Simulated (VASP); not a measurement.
Wanted: the native input for a VASP 6.6.1 run.

* Task: single point
* Functional: PBE
* Potentials or basis: VASP PAW PBE potentials, release 64 (Fe)
* Cutoff: 520 eV
* k mesh: 13 × 13 × 13
* Occupations: fermi-dirac, width 0.05 eV
* Spin: collinear spin, ferromagnetic start
* Starting moments: [3.0] μB
* Dipole correction: no
* Further INCAR settings: ALGO = Normal; EDIFF = 1e-07; NBANDS = 14

The structure of Fe lies in POSCAR:

```
Fe
1.0
   -1.4134619656      1.4134619656      1.4134619656
    1.4134619656     -1.4134619656      1.4134619656
    1.4134619656      1.4134619656     -1.4134619656
Fe
1
Direct
    0.0000000000      0.0000000000      0.0000000000
```

One way to write it, as run:

INCAR

```
SYSTEM = Fe
  ALGO = Normal
  EDIFF = 1E-7
  ENCUT = 520
  GGA = PE
  ISIF = 2
  ISMEAR = -1
  ISPIN = 2
  LASPH = .TRUE.
  LCHARG = .FALSE.
  LMAXMIX = 4
  LORBIT = 11
  LREAL = .FALSE.
  LWAVE = .FALSE.
  MAGMOM = 3
  NBANDS = 14
  NELM = 150
  PREC = Accurate
  SIGMA = 0.05
```

KPOINTS

```
k-points
0
G
  13 13 13
  0 0 0
```

Potentials or basis: VASP PAW PBE potentials, release 64 (Fe).

Run with:

```sh
$ cat potpaw_PBE.64/Fe/POTCAR > POTCAR
$ mpirun -np 1 vasp_std > vasp.out
```

It gave:

| Quantity | Value |
| --- | --- |
| Pressure | 0.0 GPa |
| Net moment | 2.13 μB per cell |
| Site moments | Fe +2.13 μB |
| Valence electrons inside the program's atomic spheres | Fe 7.28 |

Wall time 27 s on 1 thread of Intel(R) Xeon(R) Platinum 8259CL CPU @ 2.50GHz (Skylake/Cascade Lake), on a shared host, peak memory 0.14 GiB.
